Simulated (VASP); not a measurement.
# TaVN2 (P4/mmm) in VASP: further runs

TaVN2 is run at these levels: LDA; tasks: single point.

Program: VASP 6.6.1. These are calculated values, not measurements. Logs are shortened: lines on timing, memory, paths and dates and some standing lists are left out, and cuts for length are marked.

## 1. The cell of the first run

It takes space group P4/mmm (No. 123, tetragonal). The conventional cell has a = 3.009 Å, b = 3.009 Å, c = 4.238 Å, α = 90.00°, β = 90.00°, γ = 90.00°. Ta (site symmetry 4/mmm) has 6 N at 2.12 to 2.13 Å within 2.8 Å. V (site symmetry 4/mmm) has 6 N at 2.12 to 2.13 Å within 2.8 Å. N (site symmetry 4/mmm) has 2 V at 2.12 Å and 4 Ta at 2.13 Å within 2.8 Å. N (site symmetry 4/mmm) has 2 Ta at 2.12 Å and 4 V at 2.13 Å within 2.8 Å.

## 2. Single point, LDA, collinear spin, ferromagnetic start

INCAR reads:

```
  ALGO = Normal
  EDIFF = 1E-6
  ENCUT = 520
  ISIF = 2
  ISMEAR = -1
  ISPIN = 2
  LASPH = T
  LCHARG = F
  LMAXMIX = 4
  LORBIT = 11
  LREAL = F
  LWAVE = F
  MAGMOM = 0 2 0 0
  NBANDS = 29
  NELM = 150
  PREC = Accurate
  SIGMA = 0.05
```

KPOINTS reads:

```
k-points
0
Gamma
  9 9 6
```

POSCAR reads:

```
TaVN2
1.0
    3.0086475282      0.0000000000      0.0000000000
    0.0000000000      3.0086475282      0.0000000000
    0.0000000000      0.0000000000      4.2379999906
Ta V N
1 1 2
Direct
    0.0000000000      0.0000000000      0.0000000000
    0.5000000000      0.5000000000      0.5000000000
    0.5000000000      0.5000000000      0.0000000000
    0.0000000000      0.0000000000      0.5000000000
```

Potentials or basis: VASP PAW LDA potentials, release 64 (Ta_pv, V_sv, N).

Run with:

```bash
cat potpaw_LDA.64/Ta_pv/POTCAR potpaw_LDA.64/V_sv/POTCAR potpaw_LDA.64/N/POTCAR > POTCAR
mpirun -np 1 vasp_std > vasp.out
```

OUTCAR:

```text
EDIFF = 1E-6
   ENCUT = 520
   ISIF = 2
   ISMEAR = -1
   ISPIN = 2
   LASPH = T
   LORBIT = 11
   LREAL = F
   NELM = 150
   PREC = Accurate

 ion  position               nearest neighbor table
   1  0.000  0.000  0.000-   4 2.12   4 2.12   3 2.13   3 2.13   3 2.13   3 2.13   2 3.00   2 3.00
                             2 3.00   2 3.00   2 3.00   2 3.00   2 3.00   2 3.00
   2  0.500  0.500  0.500-   3 2.12   3 2.12   4 2.13   4 2.13   4 2.13   4 2.13   1 3.00   1 3.00
                             1 3.00   1 3.00   1 3.00   1 3.00   1 3.00   1 3.00
   3  0.500  0.500  0.000-   2 2.12   2 2.12   1 2.13   1 2.13   1 2.13   1 2.13
   4  0.000  0.000  0.500-   1 2.12   1 2.12   2 2.13   2 2.13   2 2.13   2 2.13

  LATTYP: Found a simple tetragonal cell.
 ALAT       =     3.0086475282
 C/A-ratio  =     1.4086063425

  Lattice vectors:

 A1 = (   3.0086475282,   0.0000000000,   0.0000000000)
 A2 = (   0.0000000000,   3.0086475282,   0.0000000000)
 A3 = (   0.0000000000,   0.0000000000,   4.2379999906)

Analysis of symmetry for initial positions (statically):
=====================================================================
 Subroutine PRICEL returns:
 Original cell was already a primitive cell.

 Routine SETGRP: Setting up the symmetry group for a
 simple tetragonal supercell.

 Subroutine GETGRP returns: Found 16 space group operations
 (whereof 16 operations were pure point group operations)
 out of a pool of 16 trial point group operations.

The static configuration has the point symmetry D_4h.

Analysis of symmetry for dynamics (positions and initial velocities):
=====================================================================
 Subroutine PRICEL returns:
 Original cell was already a primitive cell.

 Routine SETGRP: Setting up the symmetry group for a
 simple tetragonal supercell.

 Subroutine GETGRP returns: Found 16 space group operations
 (whereof 16 operations were pure point group operations)
 out of a pool of 16 trial point group operations.

The dynamic configuration has the point symmetry D_4h.

Analysis of structural, dynamic, and magnetic symmetry:
=====================================================================
 Subroutine PRICEL returns:
 Original cell was already a primitive cell.

 Routine SETGRP: Setting up the symmetry group for a
 simple tetragonal supercell.

 Subroutine GETGRP returns: Found 16 space group operations
 (whereof 16 operations were pure point group operations)
 out of a pool of 16 trial point group operations.

The overall configuration has the point symmetry D_4h.

 Subroutine INISYM returns: Found 16 space group operations
 (whereof 16 operations are pure point group operations),
 and found     1 'primitive' translations

----------------------------------------------------------------------------------------

                                     Primitive cell

  volume of cell :      38.3622

  direct lattice vectors                    reciprocal lattice vectors
     3.008647528  0.000000000  0.000000000     0.332375259  0.000000000  0.000000000
     0.000000000  3.008647528  0.000000000     0.000000000  0.332375259  0.000000000
     0.000000000  0.000000000  4.237999991     0.000000000  0.000000000  0.235960359

  length of vectors
     3.008647528  3.008647528  4.237999991     0.332375259  0.332375259  0.235960359

  position of ions in fractional coordinates (direct lattice)
     0.000000000  0.000000000  0.000000000
     0.500000000  0.500000000  0.500000000
     0.500000000  0.500000000  0.000000000
     0.000000000  0.000000000  0.500000000

  ion indices of the primitive-cell ions
   primitive index   ion index
                 1           1
                 2           2
                 3           3
                 4           4

----------------------------------------------------------------------------------------

 KPOINTS: k-points

Automatic generation of k-mesh.
 Grid dimensions read from file:
 generate k-points for:    9    9    6

 Generating k-lattice:

  Cartesian coordinates                     Fractional coordinates (reciprocal lattice)
     0.036930584  0.000000000  0.000000000     0.111111111  0.000000000  0.000000000
     0.000000000  0.036930584  0.000000000     0.000000000  0.111111111  0.000000000
     0.000000000  0.000000000  0.039326727     0.000000000  0.000000000  0.166666667

  Length of vectors
     0.036930584  0.036930584  0.039326727

  Shift w.r.t. Gamma in fractional coordinates (k-lattice)
     0.000000000  0.000000000  0.000000000

 Subroutine IBZKPT returns following result:
 ===========================================

 Found     60 irreducible k-points:

 Following reciprocal coordinates:
            Coordinates               Weight
  0.000000  0.000000  0.000000      1.000000
  0.111111  0.000000  0.000000      4.000000
  0.222222  0.000000  0.000000      4.000000
  0.333333  0.000000  0.000000      4.000000
  0.444444  0.000000  0.000000      4.000000
  0.111111  0.111111  0.000000      4.000000
[... 16 lines left out ...]
  0.333333  0.111111  0.166667     16.000000
  0.444444  0.111111  0.166667     16.000000
 [... further k-points ...]
   k-points           NKPTS =     60   k-points in BZ     NKDIM =     60   number of bands    NBANDS=     29
   number of dos      NEDOS =    301   number of ions     NIONS =      4
   total plane-waves  NPLWV =  18432
   dimension x,y,z NGX =    24 NGY =   24 NGZ =   32
   dimension x,y,z NGXF=    48 NGYF=   48 NGZF=   64
   ions per type =               1   1   2
   NGX,Y,Z   is equivalent  to a cutoff of  13.26, 13.26, 12.55 a.u.
   NGXF,Y,Z  is equivalent  to a cutoff of  26.52, 26.52, 25.11 a.u.
 SYSTEM =  unknown system
   PREC   = accura    normal or accurate (medium, high low for compatibility)
   ISTART =      0    job   : 0-new  1-cont  2-samecut
   ICHARG =      2    charge: 1-file 2-atom 10-const
   ISPIN  =      2    spin polarized calculation?
   LNONCOLLINEAR =      F non collinear calculations
   LSORBIT =      F    spin-orbit coupling
   LASPH  =      T    aspherical Exc in radial PAW
   ENCUT  =  520.0 eV  38.22 Ry    6.18 a.u.   5.59  5.59  7.88*2*pi/ulx,y,z
   NELM   =    150;   NELMIN=  2; NELMDL= -5     # of ELM steps
   EDIFF  = 0.1E-05   stopping-criterion for ELM
   LREAL  =      F    real-space projection
   EDIFFG = 0.1E-04   stopping-criterion for IOM
   NSW    =      0    number of steps for IOM
   IBRION =     -1    ionic relax: 0-MD 1-quasi-New 2-CG
   NFREE  =      0    steps in history (QN), initial steepest desc. (CG)
   ISIF   =      2    stress and relaxation
   ISYM   =      2    0-nonsym 1-usesym 2-fastsym
   POTIM  = 0.5000    time-step for ionic-motion
   TEBEG  =    0.0;   TEEND  =   0.0 temperature during run
   PSTRESS=    0.0 pullay stress
   NELECT =      34.0000    total number of electrons
   NUPDOWN=      -1.0000    fix difference up-down
   EMIN   =  10.00;   EMAX   =-10.00  energy-range for DOS
   EFERMI =   0.00;   METHOD = LEGACY
   ISMEAR =    -1;   SIGMA  =   0.05  broadening in eV -4-tet -1-fermi 0-gaus
   EFERMI_NEDOS =   21; number of points for ismear=-14 and -15
   IALGO  =     38    algorithm
   IMIX   =      4    mixing-type and parameters
     AMIX     =   0.40;   BMIX     =  1.00
     AMIX_MAG =   1.60;   BMIX_MAG =  1.00
  volume/ion in A,a.u.               =       9.59        64.72
  Fermi-wavevector in a.u.,A,eV,Ry     =   1.572534  2.971658 33.645331  2.472862
  Thomas-Fermi vector in A             =   2.673954
   LORBIT       =     11    0 simple, 1 ext, 2 COOP (PROOUT), +10 PAW based schemes
   GGA     = CA    functional components
   LHFCALC =     F    Hartree Fock is set to
   AEXX    =    0.0000 exact exchange contribution
   IVDW    =     0    specifies the selected vdW correction
   LEPSILON=     F    determine dielectric tensor
   LRPA    =     F    only Hartree local field effects (RPA)
 spin polarized calculation
  energy-cutoff  :      520.00
  volume of cell :       38.36
 maximum number of plane-waves:      1056
 NGX is ok and might be reduce to    24
   NGX = 11   NGY = 11   NGZ = 15

 number of electron      33.9999990 magnetization       0.0044082

 Free energy of the ion-electron system (eV)
  ---------------------------------------------------
  ext. energy  EPLUGINS =         0.00000000
  ---------------------------------------------------
  free energy    TOTEN  =       -45.68468329 eV

  energy without entropy =      -45.66131558  energy(sigma->0) =      -45.67299944

 E-fermi :  10.4784     XC(G=0): -13.8385

 val. band max:       10.4437258094   @ k =   0.1111   0.1111   0.3333
 cond. band min:      10.4823600339   @ k =   0.3333   0.0000   0.0000
 fundamental gap:      0.0386342245
 Fermi energy:        10.4784399860

 spin component 1

 k-point     1 :       0.0000    0.0000    0.0000
  band No.  band energies     occupation
      1     -53.8865      1.00000
      2     -28.2365      1.00000
      3     -28.1283      1.00000
      4     -28.1283      1.00000
      5     -25.2537      1.00000
      6     -25.0050      1.00000
[... 21 lines left out ...]
     28      21.1729      0.00000
     29      22.0351      0.00000

 k-point     2 :       0.1111    0.0000    0.0000
  band No.  band energies     occupation
      1     -53.8844      1.00000
      2     -28.2315      1.00000
      3     -28.1521      1.00000
      4     -28.1249      1.00000
      5     -25.2502      1.00000
      6     -25.0872      1.00000
[... 21 lines left out ...]
     28      21.1661      0.00000
     29      22.0358      0.00000

 k-point     3 :       0.2222    0.0000    0.0000
  band No.  band energies     occupation
      1     -53.8792      1.00000
      2     -28.2186      1.00000
      3     -28.2119      1.00000
      4     -28.1162      1.00000
      5     -25.2897      1.00000
      6     -25.2415      1.00000
[... 638 lines left out ...]
      5     -25.4887      1.00000
      6     -25.2296      1.00000
[... 21 lines left out ...]
     28      21.9698      0.00000
     29      22.2374      0.00000

 k-point    24 :       0.4444    0.1111    0.1667
  band No.  band energies     occupation
      1     -53.8673      1.00000
      2     -28.3232      1.00000
      3     -28.2001      1.00000
      4     -28.1229      1.00000
      5     -25.6240      1.00000
      6     -25.2194      1.00000
[... 21 lines left out ...]
     28      21.9662      0.00000
     29      22.2059      0.00000

 [... further k-points ...]

 spin component 2

 k-point     1 :       0.0000    0.0000    0.0000
  band No.  band energies     occupation
      1     -53.8825      1.00000
      2     -28.2324      1.00000
      3     -28.1247      1.00000
      4     -28.1247      1.00000
      5     -25.2538      1.00000
      6     -25.0051      1.00000
[... 21 lines left out ...]
     28      21.1732      0.00000
     29      22.0349      0.00000

 k-point     2 :       0.1111    0.0000    0.0000
  band No.  band energies     occupation
      1     -53.8804      1.00000
      2     -28.2273      1.00000
      3     -28.1484      1.00000
      4     -28.1212      1.00000
      5     -25.2503      1.00000
      6     -25.0872      1.00000
[... 21 lines left out ...]
     28      21.1666      0.00000
     29      22.0356      0.00000

 k-point     3 :       0.2222    0.0000    0.0000
  band No.  band energies     occupation
      1     -53.8752      1.00000
      2     -28.2144      1.00000
      3     -28.2082      1.00000
      4     -28.1125      1.00000
      5     -25.2898      1.00000
      6     -25.2416      1.00000
[... 638 lines left out ...]
      5     -25.4887      1.00000
      6     -25.2298      1.00000
[... 21 lines left out ...]
     28      21.9698      0.00000
     29      22.2380      0.00000

 k-point    24 :       0.4444    0.1111    0.1667
  band No.  band energies     occupation
      1     -53.8633      1.00000
      2     -28.3196      1.00000
      3     -28.1959      1.00000
      4     -28.1192      1.00000
      5     -25.6241      1.00000
      6     -25.2195      1.00000
[... 21 lines left out ...]
     28      21.9663      0.00000
     29      22.2064      0.00000

 [... further k-points ...]
[... 5 lines left out ...]
  --------------------------------------------------------------------------------------
  -------------------------------------------------------------------------------------
  Total       -1.0247383     -1.0247383     -1.6431853      0.0000000     -0.0000000     -0.0000000
  in kB      -42.7976553    -42.7976553    -68.6267686      0.0000000     -0.0000000     -0.0000000
  external PRESSURE =     -51.4073597 kB  Pullay stress =       0.0000000 kB

 VOLUME and BASIS-vectors are now :
 -----------------------------------------------------------------------------
  energy-cutoff  :      520.00
  volume of cell :       38.36
      direct lattice vectors                 reciprocal lattice vectors
     3.008647528  0.000000000  0.000000000     0.332375259  0.000000000  0.000000000
     0.000000000  3.008647528  0.000000000     0.000000000  0.332375259  0.000000000
     0.000000000  0.000000000  4.237999991     0.000000000  0.000000000  0.235960359

 POSITION                                       TOTAL-FORCE (eV/Angst)
 -----------------------------------------------------------------------------------
      0.00000      0.00000      0.00000         0.000000      0.000000      0.000000
      1.50432      1.50432      2.11900         0.000000      0.000000      0.000000
      1.50432      1.50432      0.00000         0.000000      0.000000      0.000000
      0.00000      0.00000      2.11900         0.000000      0.000000      0.000000
 -----------------------------------------------------------------------------------
    total drift:                                0.000000     -0.000000     -0.000000

  FREE ENERGIE OF THE ION-ELECTRON SYSTEM (eV)
  ---------------------------------------------------
  free  energy   TOTEN  =       -45.6846832905 eV

  energy  without entropy=      -45.6613155829  energy(sigma->0) =      -45.67299944

 total charge

# of ion       s       p       d       tot
------------------------------------------
    1        0.308   6.290   2.477   9.075
    2        2.214   6.230   3.206  11.650
    3        1.224   2.546   0.000   3.770
    4        1.223   2.494   0.000   3.717
--------------------------------------------------
tot          4.970  17.559   5.683  28.212

 magnetization (x)

# of ion       s       p       d       tot
------------------------------------------
    1        0.000  -0.000  -0.000  -0.000
    2        0.000   0.000   0.004   0.004
    3        0.000   0.000   0.000   0.000
    4       -0.000  -0.000   0.000  -0.000
--------------------------------------------------
tot          0.000   0.000   0.004   0.004
```

It took 2.1 min on 1 thread of Intel Xeon 8259CL, shared host; peak memory 0.22 GiB.

What came out:

| Quantity | Value |
| --- | --- |
| Free energy | -45.6847 eV |
| Pressure | -5.1 GPa |
| Band gap on the k mesh | zero (filled and empty bands overlap) |
| Net moment | 0.00 μB per cell |
| Valence electrons inside the program's atomic spheres | Ta 9.07; V 11.65; N 3.77, 3.72 |

Caveat: spin-orbit coupling is left out, which moves the levels of the heavy elements.

## 3. Single point, LDA, collinear spin, ferromagnetic start

This run uses another cell than the first one, of 9.79 Å³/atom, 1.021 times its volume.

INCAR reads:

```
PREC = Accurate
ENCUT = 520
EDIFF = 1E-6
ISMEAR = -1
SIGMA = 0.05
LREAL = F
LASPH = T
NELM = 150
ALGO = Normal
ISIF = 2
LWAVE = F
LCHARG = F
ISPIN = 2
MAGMOM = 0 2 0 0
LORBIT = 11
LMAXMIX = 4
NBANDS = 29
```

KPOINTS reads:

```
Automatic mesh
0
Gamma
  9 9 6
```

POSCAR reads:

```
TaVN2
1.0
    3.0293974772      0.0000000000      0.0000000000
    0.0000000000      3.0293974772      0.0000000000
    0.0000000000      0.0000000000      4.2672285004
Ta V N
1 1 2
Direct
    0.0000000000      0.0000000000      0.0000000000
    0.5000000000      0.5000000000      0.5000000000
    0.5000000000      0.5000000000      0.0000000000
    0.0000000000      0.0000000000      0.5000000000
```

Potentials or basis: VASP PAW LDA potentials, release 64 (Ta_pv, V_sv, N).

Run with:

```bash
cat potpaw_LDA.64/Ta_pv/POTCAR potpaw_LDA.64/V_sv/POTCAR potpaw_LDA.64/N/POTCAR > POTCAR
mpirun -np 1 vasp_std > vasp.out
```

Run time: 2.4 min. Hardware: 1 thread of Intel Xeon 8259CL, shared host; peak memory 0.23 GiB.

The run converged. Its results:

| Property | Result |
| --- | --- |
| Free energy | -45.6426 eV |
| Pressure | -11.9 GPa |
| Band gap on the k mesh | zero (filled and empty bands overlap) |
| Net moment | 0.00 μB per cell |
| Valence electrons inside the program's atomic spheres | Ta 9.02; V 11.61; N 3.75, 3.70 |

Stress tensor (GPa, compression positive):
```
-11.06   0.00   0.00
  0.00 -11.06   0.00
  0.00   0.00 -13.66
```

Levels at points of the mesh, in eV from the Fermi level:
Spin up:
```csv
k point,band 13,band 14,band 15,band 16,band 17,band 18,band 19,band 20,band 21,band 22
"(0.00, 0.00, 0.00)",-4.05,-2.87,-2.87,-2.85,-1.60,-1.60,-1.52,-0.29,-0.21,1.72
"(0.00, 0.00, 0.50)",-4.22,-4.15,-4.15,-4.07,-2.56,-0.04,0.62,0.62,1.39,2.09
```
Spin down:
| k point | band 13 | band 14 | band 15 | band 16 | band 17 | band 18 | band 19 | band 20 | band 21 | band 22 |
| --- | --- | --- | --- | --- | --- | --- | --- | --- | --- | --- |
| (0.00, 0.00, 0.00) | -4.05 | -2.87 | -2.87 | -2.85 | -1.60 | -1.60 | -1.52 | -0.29 | -0.21 | 1.72 |
| (0.00, 0.00, 0.50) | -4.22 | -4.15 | -4.15 | -4.07 | -2.56 | -0.04 | 0.63 | 0.63 | 1.39 | 2.09 |

Caveat: spin-orbit coupling is left out, which moves the levels of the heavy elements. With open d or f shells a metallic result of LDA can be an artefact of self-interaction; +U or a hybrid may open a gap.
